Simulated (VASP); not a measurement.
# CaO: single point with PBE

CaO:

```
Ca O
1.0
     0.00000    2.45700    2.45700
     2.45700    0.00000    2.45700
     2.45700    2.45700    0.00000
Ca O
1 1
Direct
  0.00000 0.00000 0.00000
  0.50000 0.50000 0.50000
```

```yaml
Program: VASP 6.6.1
Task: single point
Functional: PBE
Potentials_or_basis: VASP PAW PBE potentials, release 64 (Ca_sv, O)
Cutoff: 600 eV
k_mesh: 8 × 8 × 8
Occupations: gaussian, width 0.01 eV
Spin: no spin polarisation
```

* Pressure: -4.5 GPa
* Band gap on the k mesh: 3.64 eV, indirect (least direct gap 4.03 eV)

Levels at points of the mesh, in eV from the valence-band top:
```csv
k point,band 4,band 5,band 6,band 7,band 8,band 9,band 10,band 11,band 12,band 13
"(0.00, 0.00, 0.00)",-18.72,-15.41,0.00,0.00,0.00,4.20,6.06,6.06,6.06,7.45
"(0.50, 0.00, 0.00)",-18.77,-14.46,-2.49,-1.08,-1.08,6.74,7.99,7.99,8.00,9.88
"(0.50, 0.50, 0.00)",-18.90,-15.17,-1.32,-0.38,-0.38,3.64,7.56,8.51,9.09,9.09
```

Run time: 6.6 s on 1 thread of Intel(R) Xeon(R) 6975P-C (Granite Rapids) (shared host), peak memory 0.15 GiB.

A k mesh can miss the band edges. A hybrid or GW would open this gap; PBE tends to underestimate it.
